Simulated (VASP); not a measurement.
Here is a VASP 6.6.1 calculation.

The input INCAR:

```
SYSTEM = Sn
ALGO = Normal ; EDIFF = 1E-6
ENCUT = 520 ; GGA = CA
ISIF = 2 ; ISMEAR = -1
LASPH = .TRUE. ; LCHARG = .FALSE.
LREAL = .FALSE. ; LWAVE = .FALSE.
NBANDS = 21 ; NELM = 80
PREC = Accurate ; SIGMA = 0.1
```

The input KPOINTS:

```
k-points
0
G
  12 12 12
  0 0 0
```

Contents of POSCAR:

```
Sn
1.0
    0.0000000000      3.2380799619      3.2380799619
    3.2380799619      0.0000000000      3.2380799619
    3.2380799619      3.2380799619      0.0000000000
Sn
2
Direct
    0.5000000000      0.5000000000      0.5000000000
    0.7500000000      0.7500000000      0.7500000000
```

Potentials or basis: VASP PAW LDA potentials, release 64 (Sn_d).

The run is started by

```console
$ cat potpaw_LDA.64/Sn_d/POTCAR > POTCAR
$ mpirun -np 1 vasp_std > vasp.out
```

Task: Predict the pressure.

Result: 0.0 GPa.

Task: What does it give for the band gap on the k mesh?

Result: Zero (bands 14 and 15 overlap by 0.17 eV).

Caveat: spin-orbit coupling is left out, which moves the levels of the heavy elements.
